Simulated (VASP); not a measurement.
# Al (P6_3/mmc) in VASP: a series of runs, part 2 of 2

VASP 6.6.1. The steps go on from the part before.

### 3 Relaxation of cell and atoms, PBEsol

This run uses another cell than the first one, of 16.54 Å³/atom, 1.014 times its volume.

Input file INCAR:

```
  PREC = Accurate
  ENCUT = 600
  EDIFF = 1E-7
  ISMEAR = 1
  SIGMA = 0.1
  LREAL = False
  LASPH = True
  NELM = 60
  ALGO = Normal
  ISIF = 3
  LWAVE = False
  LCHARG = False
  GGA = PS
  IBRION = 2
  NSW = 80
  EDIFFG = -0.03
```

Input file KPOINTS:

```
Automatic mesh
0
Gamma
  17 17 9
```

Input file POSCAR:

```
Al
1.0
    2.8600000000      0.0000000000      0.0000000000
   -1.4300000000      2.4768326548      0.0000000000
    0.0000000000      0.0000000000      4.6703800000
Al
2
Direct
    0.3333333333      0.6666666667      0.2500000000
    0.6666666667      0.3333333333      0.7500000000
```

Potentials or basis: VASP PAW PBE potentials, release 64 (Al).

Command:

```sh
cat potpaw_PBE.64/Al/POTCAR > POTCAR
mpirun -np 1 vasp_std > vasp.out
```

OUTCAR:

```text
PREC = Accurate
   ENCUT = 600
   EDIFF = 1E-7
   ISMEAR = 1
   LREAL = False
   LASPH = True
   NELM = 60
   ISIF = 3
   GGA = PS
   IBRION = 2
   NSW = 80
   EDIFFG = -0.03

 ion  position               nearest neighbor table
   1  0.333  0.667  0.250-   2 2.86   2 2.86   2 2.86   2 2.86   2 2.86   2 2.86
   2  0.667  0.333  0.750-   1 2.86   1 2.86   1 2.86   1 2.86   1 2.86   1 2.86

  LATTYP: Found a hexagonal cell.
 ALAT       =     2.8600000000
 C/A-ratio  =     1.6330000000

  Lattice vectors:

 A1 = (   2.8600000000,   0.0000000000,   0.0000000000)
 A2 = (  -1.4300000000,   2.4768326548,   0.0000000000)
 A3 = (   0.0000000000,   0.0000000000,   4.6703800000)

Analysis of symmetry for initial positions (statically):
=====================================================================
 Subroutine PRICEL returns:
 Original cell was already a primitive cell.

 Routine SETGRP: Setting up the symmetry group for a
 hexagonal supercell.

 Subroutine GETGRP returns: Found 24 space group operations
 (whereof 12 operations were pure point group operations)
 out of a pool of 24 trial point group operations.

The static configuration has the point symmetry D_3d.
 The point group associated with its full space group is D_6h.

Analysis of symmetry for dynamics (positions and initial velocities):
=====================================================================
 Subroutine PRICEL returns:
 Original cell was already a primitive cell.

[... 174 lines left out ...]
      direct lattice vectors                 reciprocal lattice vectors
     2.860000000  0.000000000  0.000000000     0.349650350  0.201870723  0.000000000
    -1.430000000  2.476832655  0.000000000     0.000000000  0.403741447  0.000000000
     0.000000000  0.000000000  4.670380000     0.000000000  0.000000000  0.214115340

 POSITION                                       TOTAL-FORCE (eV/Angst)
 -----------------------------------------------------------------------------------
     -0.00000      1.65122      1.16759         0.000000      0.000000      0.000000
      1.43000      0.82561      3.50278        -0.000000     -0.000000      0.000000
 -----------------------------------------------------------------------------------
    total drift:                                0.000000     -0.000000      0.000000

  FREE ENERGIE OF THE ION-ELECTRON SYSTEM (eV)
  ---------------------------------------------------
  free  energy   TOTEN  =        -8.1205516060 eV

  energy  without entropy=       -8.1213009301  energy(sigma->0) =       -8.12080138

--------------------------------------- Ionic step        2  -------------------------------------------

 number of electron       6.0000000 magnetization

 Free energy of the ion-electron system (eV)
  ---------------------------------------------------
  ext. energy  EPLUGINS =         0.00000000
  ---------------------------------------------------
  free energy    TOTEN  =        -8.12229667 eV

  energy without entropy =       -8.12301898  energy(sigma->0) =       -8.12253744

 E-fermi :   8.1148     XC(G=0): -10.3064

 val. band max:        8.1027302201   @ k =   0.4118   0.1765   0.1111
 cond. band min:       8.1406013942   @ k =   0.4706   0.0588   0.1111
 fundamental gap:      0.0378711742
 Fermi energy:         8.1147995577

 k-point     1 :       0.0000    0.0000    0.0000
  band No.  band energies     occupation
      1      -3.1357      2.00000
      2       3.4674      2.00000
      3       3.7462      2.00000
      4      18.6773      0.00000
      5      18.6773      0.00000
      6      19.0654      0.00000
      7      19.0654      0.00000
[... 221 lines left out ...]
 k-point    24 :       0.1765    0.1765    0.0000
  band No.  band energies     occupation
      1      -0.8843      2.00000
      2       5.5678      2.00000
      3       5.8697      2.00000
      4      10.0444     -0.00000
      5      10.2184      0.00000
      6      15.6463      0.00000
      7      16.2541      0.00000

 [... further k-points ...]
[... 5 lines left out ...]
  --------------------------------------------------------------------------------------
  -------------------------------------------------------------------------------------
  Total        0.0373059      0.0373059      0.0312408      0.0000000     -0.0000000      0.0000000
  in kB        1.8353750      1.8353750      1.5369826      0.0000000     -0.0000000      0.0000000
  external PRESSURE =       1.7359109 kB  Pullay stress =       0.0000000 kB

 VOLUME and BASIS-vectors are now :
 -----------------------------------------------------------------------------
  energy-cutoff  :      600.00
  volume of cell :       32.57
      direct lattice vectors                 reciprocal lattice vectors
     2.849220371  0.000000000  0.000000000     0.350973203  0.202634473  0.000000000
    -1.424610186  2.467497223  0.000000000     0.000000000  0.405268947  0.000000000
     0.000000000 -0.000000000  4.632130169     0.000000000 -0.000000000  0.215883398

 POSITION                                       TOTAL-FORCE (eV/Angst)
 -----------------------------------------------------------------------------------
     -0.00000      1.64500      1.15803        -0.000000      0.000000      0.000000
      1.42461      0.82250      3.47410         0.000000     -0.000000      0.000000
 -----------------------------------------------------------------------------------
    total drift:                                0.000000     -0.000000      0.000000

  FREE ENERGIE OF THE ION-ELECTRON SYSTEM (eV)
  ---------------------------------------------------
  free  energy   TOTEN  =        -8.1222966682 eV

  energy  without entropy=       -8.1230189839  energy(sigma->0) =       -8.12253744

 reached required accuracy - stopping structural energy minimisation
```

CONTCAR:

```text
Al
   1.00000000000000
     2.8492203713584363    0.0000000000000000    0.0000000000000000
    -1.4246101856792182    2.4674972225533089    0.0000000000000000
     0.0000000000000000   -0.0000000000000000    4.6321301685335108
  Al
     2
Direct
     0.3333333332999970    0.6666666667000030    0.2500000000000000
     0.6666666667000030    0.3333333332999970    0.7500000000000000

  0.00000000E+00  0.00000000E+00  0.00000000E+00
  0.00000000E+00  0.00000000E+00  0.00000000E+00
```

Run time: 78 s. Hardware: 1 thread of Intel Xeon 6975P-C, shared host; peak memory 0.18 GiB.

What came out:

| Quantity | Value |
| --- | --- |
| Free energy | -8.1223 eV |
| Relaxed volume | 16.28 Å³/atom |
| Relaxed cell | a = 2.849 Å, b = 2.849 Å, c = 4.632 Å, α = 90.00°, β = 90.00°, γ = 120.00° |
| Space group after relaxing (to 0.05 Å) | P6_3/mmc (No. 194) |
| Energy gained by relaxing | 0.9 meV/atom |
| Ionic steps | 2 |
| Pressure after relaxing | 0.2 GPa |
| Band gap on the k mesh | zero (band 3 reaches 11.54 eV, above the bottom of band 4 at 5.13 eV) |

The path:
| step | energy change (eV) | largest force (eV/Å) | pressure (GPa) | volume (Å³) |
| --- | --- | --- | --- | --- |
| 1 | 0.0000 | 0.0000 | -1.05 | 33.08 |
| 2 | -0.0017 | 0.0000 | 0.17 | 32.57 |

Final structure:
```cif
data_structure
_symmetry_space_group_name_H-M 'P 1'
_symmetry_Int_Tables_number 1
_cell_length_a 2.8492
_cell_length_b 2.8492
_cell_length_c 4.6321
_cell_angle_alpha 90.000
_cell_angle_beta 90.000
_cell_angle_gamma 120.000
_cell_volume 32.57
loop_
_atom_site_label
_atom_site_type_symbol
_atom_site_fract_x
_atom_site_fract_y
_atom_site_fract_z
_atom_site_occupancy
Al1 Al 0.33333 0.66667 0.25000 1
Al2 Al 0.66667 0.33333 0.75000 1
```

Levels at points of the mesh, in eV from the Fermi level:
| k point | band 1 | band 2 | band 3 | band 4 | band 5 | band 6 | band 7 |
| --- | --- | --- | --- | --- | --- | --- | --- |
| (0.00, 0.00, 0.00) | -11.25 | -4.65 | -4.37 | 10.56 | 10.56 | 10.95 | 10.95 |

Caveat: the PAW data sets were made with another functional, which shifts forces and pressure a little.
